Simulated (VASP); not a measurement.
# Ag: single point with PBE

Crystal: Ag.

```
Ag
1.0
     0.00000    1.93416    1.93416
     1.93416    0.00000    1.93416
     1.93416    1.93416    0.00000
Ag
1
Direct
  0.00000 0.00000 0.00000
```

| Property | Result |
| --- | --- |
| Program | VASP 6.6.1 |
| Task | single point |
| Functional | PBE |
| Potentials or basis | VASP PAW PBE potentials, release 64 (Ag) |
| Cutoff | 520 eV |
| k mesh | 8 × 8 × 8 |
| Occupations | gaussian, width 0.1 eV |
| Spin | no spin polarisation |

```
Pressure : 35.4 GPa
```

Levels at points of the mesh, in eV from the Fermi level:
```csv
k point,band 2,band 3,band 4,band 5,band 6,band 7,band 8,band 9,band 10,band 11
"(0.00, 0.00, 0.00)",-5.43,-5.43,-5.43,-4.04,-4.04,16.32,20.88,20.88,20.88,26.16
"(0.50, 0.00, 0.00)",-5.47,-5.47,-2.99,-2.99,-0.82,4.68,15.58,19.62,19.62,25.43
"(0.50, 0.50, 0.00)",-7.41,-3.03,-2.71,-2.71,1.50,8.20,11.56,11.56,19.36,19.59
```

Wall time 3.2 s on 1 thread of AMD EPYC 9R45 96-Core Processor (Zen 5), with other jobs on the host, peak memory 0.09 GiB.
